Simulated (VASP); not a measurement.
# Mg in VASP: a series of runs

Mg is run at these levels: PBEsol; tasks: single point.

All numbers are computed with VASP 6.6.1; they aren't measurements. Logs are shortened: lines on timing, memory, paths and dates and some standing lists are left out, and cuts for length are marked.

## 1. The cell of the first run

The cell holds a slab with vacuum, 2 atoms: a = 3.050 Å, b = 3.050 Å, c = 6.340 Å, α = 90.00°, β = 90.00°, γ = 120.00°.

## 2. Single point, PBEsol

The input, INCAR:

```
ALGO     = Normal         # electronic algorithm
EDIFF    = 1E-6           # SCF threshold, eV
ENCUT    = 520            # plane-wave cutoff, eV
GGA      = PS             # functional
ISIF     = 2              # what is computed and relaxed
ISMEAR   = -1             # smearing method
LASPH    = True           # aspherical terms in the spheres
LCHARG   = False          # write CHGCAR
LREAL    = False          # projectors in reciprocal space
LWAVE    = False          # write WAVECAR
NBANDS   = 9              # bands
NELM     = 80             # most SCF steps
PREC     = Accurate       # precision mode
SIGMA    = 0.15           # smearing width, eV
```

The input, KPOINTS:

```
k-points
0
Gamma
  6 6 3
```

The input, POSCAR:

```
Mg
1.0
    3.0503000000      0.0000000000      0.0000000000
   -1.5251500000      2.6416370000      0.0000000000
    0.0000000000      0.0000000000      6.3396760000
Mg
2
Direct
    0.0000000000      0.0000000000      0.0000000000
    0.0000000000      0.0000000000      0.4802829040
```

Potentials or basis: VASP PAW PBE potentials, release 64 (Mg).

The run is started by

```console
$ cat potpaw_PBE.64/Mg/POTCAR > POTCAR
$ mpirun -np 1 vasp_std > vasp.out
```

OUTCAR:

```text
EDIFF = 1E-6
   ENCUT = 520
   GGA = PS
   ISIF = 2
   ISMEAR = -1
   LASPH = True
   LREAL = False
   NELM = 80
   PREC = Accurate

 ion  position               nearest neighbor table
   1  0.000  0.000  0.000-   2 3.04   2 3.29
   2  0.000  0.000  0.480-   1 3.04   1 3.29

  LATTYP: Found a hexagonal cell.
 ALAT       =     3.0503000000
 C/A-ratio  =     2.0783778645

  Lattice vectors:

 A1 = (   3.0503000000,   0.0000000000,   0.0000000000)
 A2 = (  -1.5251500000,   2.6416370000,   0.0000000000)
 A3 = (   0.0000000000,   0.0000000000,   6.3396760000)

Analysis of symmetry for initial positions (statically):
=====================================================================
 Subroutine PRICEL returns:
 Original cell was already a primitive cell.

 Routine SETGRP: Setting up the symmetry group for a
 hexagonal supercell.

 Subroutine GETGRP returns: Found 24 space group operations
 (whereof 12 operations were pure point group operations)
 out of a pool of 24 trial point group operations.

The static configuration has the point symmetry C_6v.
 The point group associated with its full space group is D_6h.

Analysis of symmetry for dynamics (positions and initial velocities):
=====================================================================
 Subroutine PRICEL returns:
 Original cell was already a primitive cell.

 Routine SETGRP: Setting up the symmetry group for a
 hexagonal supercell.

 Subroutine GETGRP returns: Found 24 space group operations
 (whereof 12 operations were pure point group operations)
 out of a pool of 24 trial point group operations.

The dynamic configuration has the point symmetry C_6v.
 The point group associated with its full space group is D_6h.

 Subroutine INISYM returns: Found 24 space group operations
 (whereof 12 operations are pure point group operations),
 and found     1 'primitive' translations

----------------------------------------------------------------------------------------

                                     Primitive cell

  volume of cell :      51.0837

  direct lattice vectors                    reciprocal lattice vectors
     3.050300000  0.000000000  0.000000000     0.327836606  0.189276574  0.000000000
    -1.525150000  2.641637000  0.000000000     0.000000000  0.378553147  0.000000000
     0.000000000  0.000000000  6.339676000     0.000000000  0.000000000  0.157736768

  length of vectors
     3.050300000  3.050299750  6.339676000     0.378553116  0.378553147  0.157736768

  position of ions in fractional coordinates (direct lattice)
     0.000000000  0.000000000  0.000000000
     0.000000000  0.000000000  0.480282904

  ion indices of the primitive-cell ions
   primitive index   ion index
                 1           1
                 2           2

----------------------------------------------------------------------------------------

 KPOINTS: k-points

Automatic generation of k-mesh.
 Grid dimensions read from file:
 generate k-points for:    6    6    3

 Generating k-lattice:

  Cartesian coordinates                     Fractional coordinates (reciprocal lattice)
     0.054639434  0.031546096  0.000000000     0.166666667 -0.000000000  0.000000000
     0.000000000  0.063092191  0.000000000     0.000000000  0.166666667  0.000000000
     0.000000000  0.000000000  0.052578923     0.000000000  0.000000000  0.333333333

  Length of vectors
     0.063092186  0.063092191  0.052578923

  Shift w.r.t. Gamma in fractional coordinates (k-lattice)
     0.000000000  0.000000000  0.000000000

 Subroutine IBZKPT returns following result:
 ===========================================

 Found     14 irreducible k-points:

 Following reciprocal coordinates:
            Coordinates               Weight
  0.000000  0.000000  0.000000      1.000000
  0.166667  0.000000  0.000000      6.000000
  0.333333 -0.000000  0.000000      6.000000
  0.500000 -0.000000  0.000000      3.000000
  0.166667  0.166667  0.000000      6.000000
  0.333333  0.166667  0.000000     12.000000
  0.333333  0.333333  0.000000      2.000000
  0.000000  0.000000  0.333333      2.000000
  0.166667  0.000000  0.333333     12.000000
  0.333333 -0.000000  0.333333     12.000000
  0.500000 -0.000000  0.333333      6.000000
  0.166667  0.166667  0.333333     12.000000
  0.333333  0.166667  0.333333     24.000000
  0.333333  0.333333  0.333333      4.000000
   k-points           NKPTS =     14   k-points in BZ     NKDIM =     14   number of bands    NBANDS=      9
   number of dos      NEDOS =    301   number of ions     NIONS =      2
   total plane-waves  NPLWV =  27648
   dimension x,y,z NGX =    24 NGY =   24 NGZ =   48
   dimension x,y,z NGXF=    48 NGYF=   48 NGZF=   96
   ions per type =               2
   NGX,Y,Z   is equivalent  to a cutoff of  13.08, 13.08, 12.59 a.u.
   NGXF,Y,Z  is equivalent  to a cutoff of  26.16, 26.16, 25.17 a.u.
 SYSTEM =  unknown system
   PREC   = accura    normal or accurate (medium, high low for compatibility)
   ISTART =      0    job   : 0-new  1-cont  2-samecut
   ICHARG =      2    charge: 1-file 2-atom 10-const
   ISPIN  =      1    spin polarized calculation?
   LNONCOLLINEAR =      F non collinear calculations
   LSORBIT =      F    spin-orbit coupling
   LASPH  =      T    aspherical Exc in radial PAW
   ENCUT  =  520.0 eV  38.22 Ry    6.18 a.u.   5.67  5.67 11.79*2*pi/ulx,y,z
   NELM   =     80;   NELMIN=  2; NELMDL= -5     # of ELM steps
   EDIFF  = 0.1E-05   stopping-criterion for ELM
   LREAL  =      F    real-space projection
   EDIFFG = 0.1E-04   stopping-criterion for IOM
   NSW    =      0    number of steps for IOM
   IBRION =     -1    ionic relax: 0-MD 1-quasi-New 2-CG
   NFREE  =      0    steps in history (QN), initial steepest desc. (CG)
   ISIF   =      2    stress and relaxation
   ISYM   =      2    0-nonsym 1-usesym 2-fastsym
   POTIM  = 0.5000    time-step for ionic-motion
   TEBEG  =    0.0;   TEEND  =   0.0 temperature during run
   PSTRESS=    0.0 pullay stress
   NELECT =       4.0000    total number of electrons
   NUPDOWN=      -1.0000    fix difference up-down
   EMIN   =  10.00;   EMAX   =-10.00  energy-range for DOS
   EFERMI =   0.00;   METHOD = LEGACY
   ISMEAR =    -1;   SIGMA  =   0.15  broadening in eV -4-tet -1-fermi 0-gaus
   EFERMI_NEDOS =   21; number of points for ismear=-14 and -15
   IALGO  =     38    algorithm
   IMIX   =      4    mixing-type and parameters
     AMIX     =   0.40;   BMIX     =  1.00
     AMIX_MAG =   1.60;   BMIX_MAG =  1.00
  volume/ion in A,a.u.               =      25.54       172.37
  Fermi-wavevector in a.u.,A,eV,Ry     =   0.700380  1.323527  6.674100  0.490533
  Thomas-Fermi vector in A             =   1.784518
   LORBIT       =      0    0 simple, 1 ext, 2 COOP (PROOUT), +10 PAW based schemes
   GGA     = PS    functional components
   LHFCALC =     F    Hartree Fock is set to
   AEXX    =    0.0000 exact exchange contribution
   IVDW    =     0    specifies the selected vdW correction
   LEPSILON=     F    determine dielectric tensor
   LRPA    =     F    only Hartree local field effects (RPA)
 non-spin polarized calculation
  energy-cutoff  :      520.00
  volume of cell :       51.08
 maximum number of plane-waves:      1391
 NGX is ok and might be reduce to    24
   NGX = 11   NGY = 11   NGZ = 23

 number of electron       4.0000000 magnetization

 Free energy of the ion-electron system (eV)
  ---------------------------------------------------
  ext. energy  EPLUGINS =         0.00000000
  ---------------------------------------------------
  free energy    TOTEN  =        -3.03365604 eV

  energy without entropy =       -2.98495952  energy(sigma->0) =       -3.00930778

 E-fermi :   2.0976     XC(G=0):  -8.1778

 val. band max:        2.0635286355   @ k =   0.5000  -0.0000   0.3333
 cond. band min:       2.2156238515   @ k =   0.3333   0.3333   0.0000
 fundamental gap:      0.1520952160
 Fermi energy:         2.0976171264

 k-point     1 :       0.0000    0.0000    0.0000
  band No.  band energies     occupation
      1      -4.4768      2.00000
      2      -1.2219      2.00000
      3      -0.3015      2.00000
      4       9.3970      0.00000
      5       9.6882      0.00000
      6      14.6898      0.00000
      7      14.6898      0.00000
      8      15.8226      0.00000
      9      15.8226      0.00000

 k-point     2 :       0.1667    0.0000    0.0000
  band No.  band energies     occupation
      1      -3.8781      2.00000
      2      -0.6283      2.00000
      3       0.2602      1.99999
      4       9.0313      0.00000
      5      10.1939      0.00000
      6      10.5746      0.00000
      7      12.4008      0.00000
      8      12.7160      0.00000
      9      13.7067      0.00000

 k-point     3 :       0.3333   -0.0000    0.0000
  band No.  band energies     occupation
      1      -2.1050      2.00000
      2       1.0991      1.99743
      3       1.9448      1.46956
      4       4.7211      0.00000
      5       7.8758      0.00000
      6       8.7373      0.00000
      7      10.3946      0.00000
      8      11.2582      0.00000
      9      11.7199      0.00000

 k-point     4 :       0.5000   -0.0000    0.0000
  band No.  band energies     occupation
      1       0.5685      1.99993
      2       1.0262      1.99842
      3       3.2579      0.00087
      4       4.4879      0.00000
      5       4.7822      0.00000
      6       5.0720      0.00000
      7      10.3235      0.00000
      8      10.7708      0.00000
      9      13.5675      0.00000
[... 85 lines left out ...]
 k-point    12 :       0.1667    0.1667    0.3333
  band No.  band energies     occupation
      1      -2.3011      2.00000
      2      -1.0534      2.00000
      3       3.6913      0.00005
      4       6.7216      0.00000
      5       7.5415      0.00000
      6       8.6245      0.00000
      7       8.9389      0.00000
      8       9.7881      0.00000
      9      13.8885      0.00000

 k-point    13 :       0.3333    0.1667    0.3333
  band No.  band energies     occupation
      1       0.0107      2.00000
      2       1.2241      1.99410
      3       3.4222      0.00029
      4       4.4996      0.00000
      5       5.9987      0.00000
      6       6.6969      0.00000
      7       8.0567      0.00000
      8       9.7775      0.00000
      9      10.0126      0.00000

 k-point    14 :       0.3333    0.3333    0.3333
  band No.  band energies     occupation
      1       2.5730      0.08066
      2       2.5730      0.08066
      3       3.5066      0.00017
      4       3.6968      0.00005
      5       3.6968      0.00005
      6       4.7134      0.00000
      7       8.7793      0.00000
      8       8.7793      0.00000
      9       9.9050      0.00000

------------------------ aborting loop because EDIFF is reached ----------------------------------------

  FORCE on cell =-STRESS in cart. coord.  units (eV):
  Direction    XX          YY          ZZ          XY          YZ          ZX
  --------------------------------------------------------------------------------------
  -------------------------------------------------------------------------------------
  Total        0.2069519      0.2069518     -0.6942235      0.0000000      0.0000000      0.0000000
  in kB        6.4907844      6.4907830    -21.7734441      0.0000000      0.0000000      0.0000000
  external PRESSURE =      -2.9306256 kB  Pullay stress =       0.0000000 kB

 VOLUME and BASIS-vectors are now :
 -----------------------------------------------------------------------------
  energy-cutoff  :      520.00
  volume of cell :       51.08
      direct lattice vectors                 reciprocal lattice vectors
     3.050300000  0.000000000  0.000000000     0.327836606  0.189276574  0.000000000
    -1.525150000  2.641637000  0.000000000     0.000000000  0.378553147  0.000000000
     0.000000000  0.000000000  6.339676000     0.000000000  0.000000000  0.157736768

 POSITION                                       TOTAL-FORCE (eV/Angst)
 -----------------------------------------------------------------------------------
      0.00000      0.00000      0.00000         0.000000      0.000000     -0.253848
      0.00000      0.00000      3.04484        -0.000000     -0.000000      0.253848
 -----------------------------------------------------------------------------------
    total drift:                                0.000000      0.000000      0.000000

  FREE ENERGIE OF THE ION-ELECTRON SYSTEM (eV)
  ---------------------------------------------------
  free  energy   TOTEN  =        -3.0336560387 eV

  energy  without entropy=       -2.9849595190  energy(sigma->0) =       -3.00930778
```

Run time: 16 s. Hardware: 1 thread of AMD EPYC 7R13, shared host; peak memory 0.13 GiB.

What came out:

- Free energy: -3.0337 eV
- Largest force: 0.254 eV/Å
- Band gap on the k mesh: zero (band 2 reaches 2.71 eV, above the bottom of band 3 at -0.30 eV)

Forces in eV/Å, atoms in the order of the input:
```
Mg   0.000  0.000 -0.254
Mg   0.000  0.000  0.254
```

Caveat: the k points lie up to 0.40 Å⁻¹ apart; the PAW data sets were made with another functional, which shifts forces and pressure a little.

## 3. Single point, PBEsol

This run uses another cell than the first one, of 26.55 Å³/atom, 1.039 times its volume.

The input, INCAR:

```
SYSTEM = Mg
PREC = Accurate
ENCUT = 520
EDIFF = 1E-6
ISMEAR = -1
SIGMA = 0.15
LREAL = .False.
LASPH = .True.
NELM = 60
ALGO = Normal
ISIF = 2
LWAVE = .False.
LCHARG = .False.
GGA = PS
NBANDS = 9
```

The input, KPOINTS:

```
regular mesh
0
Gamma
  6 6 3
  0 0 0
```

The input, POSCAR:

```
Mg
1.0
    3.0503000000      0.0000000000      0.0000000000
   -1.5251500000      2.6416370000      0.0000000000
    0.0000000000      0.0000000000      6.5896760000
Mg
2
Direct
    0.0000000000      0.0000000000      0.0000000000
    0.0000000000      0.0000000000      0.4620618677
```

Potentials or basis: VASP PAW PBE potentials, release 64 (Mg).

The run is started by

```console
$ cat potpaw_PBE.64/Mg/POTCAR > POTCAR
$ mpirun -np 1 vasp_std > vasp.out
```

OUTCAR:

```text
SYSTEM = Mg
   PREC = Accurate
   ENCUT = 520
   EDIFF = 1E-6
   ISMEAR = -1
   LREAL = .False.
   LASPH = .True.
   NELM = 60
   ISIF = 2
   GGA = PS

 ion  position               nearest neighbor table
   1  0.000  0.000  0.000-   2 3.04   2 3.54
   2  0.000  0.000  0.462-   1 3.04   1 3.54

  LATTYP: Found a hexagonal cell.
 ALAT       =     3.0503000000
 C/A-ratio  =     2.1603370160

  Lattice vectors:

 A1 = (   3.0503000000,   0.0000000000,   0.0000000000)
 A2 = (  -1.5251500000,   2.6416370000,   0.0000000000)
 A3 = (   0.0000000000,   0.0000000000,   6.5896760000)

Analysis of symmetry for initial positions (statically):
=====================================================================
 Subroutine PRICEL returns:
 Original cell was already a primitive cell.

 Routine SETGRP: Setting up the symmetry group for a
 hexagonal supercell.

 Subroutine GETGRP returns: Found 24 space group operations
 (whereof 12 operations were pure point group operations)
 out of a pool of 24 trial point group operations.

The static configuration has the point symmetry C_6v.
 The point group associated with its full space group is D_6h.

[... 155 lines left out ...]
 Fermi energy:         1.8821228070

 k-point     1 :       0.0000    0.0000    0.0000
  band No.  band energies     occupation
      1      -4.5598      2.00000
      2      -1.6444      2.00000
      3      -0.4332      2.00000
      4       8.5857      0.00000
      5       8.6173      0.00000
      6      14.5803      0.00000
      7      14.5803      0.00000
      8      15.7276      0.00000
      9      15.7277      0.00000
[... 145 lines left out ...]
 k-point    14 :       0.3333    0.3333    0.3333
  band No.  band energies     occupation
      1       2.4117      0.05690
      2       2.4117      0.05690
      3       3.3764      0.00009
      4       3.5412      0.00003
      5       3.5412      0.00003
      6       4.6985      0.00000
      7       8.3827      0.00000
      8       8.3827      0.00000
      9       9.2583      0.00000

------------------------ aborting loop because EDIFF is reached ----------------------------------------

  FORCE on cell =-STRESS in cart. coord.  units (eV):
  Direction    XX          YY          ZZ          XY          YZ          ZX
  --------------------------------------------------------------------------------------
  -------------------------------------------------------------------------------------
  Total        0.2346218      0.2346217     -0.9567605      0.0000000      0.0000000      0.0000000
  in kB        7.0794443      7.0794428    -28.8691533      0.0000000      0.0000000      0.0000000
  external PRESSURE =      -4.9034221 kB  Pullay stress =       0.0000000 kB

 VOLUME and BASIS-vectors are now :
 -----------------------------------------------------------------------------
  energy-cutoff  :      520.00
  volume of cell :       53.10
      direct lattice vectors                 reciprocal lattice vectors
     3.050300000  0.000000000  0.000000000     0.327836606  0.189276574  0.000000000
    -1.525150000  2.641637000  0.000000000     0.000000000  0.378553147  0.000000000
     0.000000000  0.000000000  6.589676000     0.000000000  0.000000000  0.151752529

 POSITION                                       TOTAL-FORCE (eV/Angst)
 -----------------------------------------------------------------------------------
      0.00000      0.00000      0.00000         0.000000      0.000000     -0.354955
      0.00000      0.00000      3.04484        -0.000000     -0.000000      0.354955
 -----------------------------------------------------------------------------------
    total drift:                                0.000000      0.000000     -0.000000

  FREE ENERGIE OF THE ION-ELECTRON SYSTEM (eV)
  ---------------------------------------------------
  free  energy   TOTEN  =        -2.9634913915 eV

  energy  without entropy=       -2.9035607858  energy(sigma->0) =       -2.93352609
```

OSZICAR:

```text
N       E                     dE             d eps       ncg     rms          rms(c)
DAV:   1     0.766923955356E-02    0.76692E-02   -0.14985E+03   260   0.315E+02
DAV:   2    -0.295114060477E+01   -0.29588E+01   -0.29297E+01   349   0.288E+01
DAV:   3    -0.298708506971E+01   -0.35944E-01   -0.35690E-01   350   0.264E+00
DAV:   4    -0.298721973521E+01   -0.13467E-03   -0.13465E-03   352   0.154E-01
DAV:   5    -0.298722064514E+01   -0.90993E-06   -0.90973E-06   341   0.123E-02    0.923E-01
DAV:   6    -0.297341939290E+01    0.13801E-01   -0.96452E-03   333   0.259E-01    0.586E-01
DAV:   7    -0.296379889135E+01    0.96205E-02   -0.10113E-02   331   0.375E-01    0.620E-02
DAV:   8    -0.296348675316E+01    0.31214E-03   -0.13957E-03   292   0.136E-01    0.124E-02
DAV:   9    -0.296349006600E+01   -0.33128E-05   -0.31640E-05   341   0.346E-02    0.499E-03
DAV:  10    -0.296349146367E+01   -0.13977E-05   -0.35422E-07   240   0.298E-03    0.573E-04
DAV:  11    -0.296349139147E+01    0.72201E-07   -0.19345E-08   193   0.682E-04
   1 F= -.29634914E+01 E0= -.29335261E+01  d E =-.599306E-01
```

stdout:

```text
POSCAR found type information on POSCAR Mg
 POSCAR found :  1 types and       2 ions
 scaLAPACK will be used
 -----------------------------------------------------------------------------
|                                                                             |
|                                                                             |
|     You enforced a specific xc type in the INCAR file but a different       |
|     I HOPE YOU KNOW WHAT YOU ARE DOING!                                     |
|                                                                             |
 -----------------------------------------------------------------------------

 LDA part: xc-table for (Slater+PW92), standard interpolation
 POSCAR, INCAR and KPOINTS ok, starting setup
 FFT: planning ... GRIDC
 FFT: planning ... GRID_SOFT
 FFT: planning ... GRID
 WAVECAR not read
 entering main loop
```

Wall time 16 s (1 thread of AMD EPYC 7R13, shared host); peak memory 0.13 GiB.

What came out:

```
Free energy            : -2.9635 eV
Largest force          : 0.355 eV/Å
Band gap on the k mesh : zero (band 2 reaches 2.41 eV, above the bottom of band 3 at -0.43 eV)
```

Forces in eV/Å, atoms in the order of the input:
```
Mg   0.000  0.000 -0.355
Mg   0.000  0.000  0.355
```

Caveat: the k points lie up to 0.40 Å⁻¹ apart; the PAW data sets were made with another functional, which shifts forces and pressure a little.

[end of part 1 of 2]
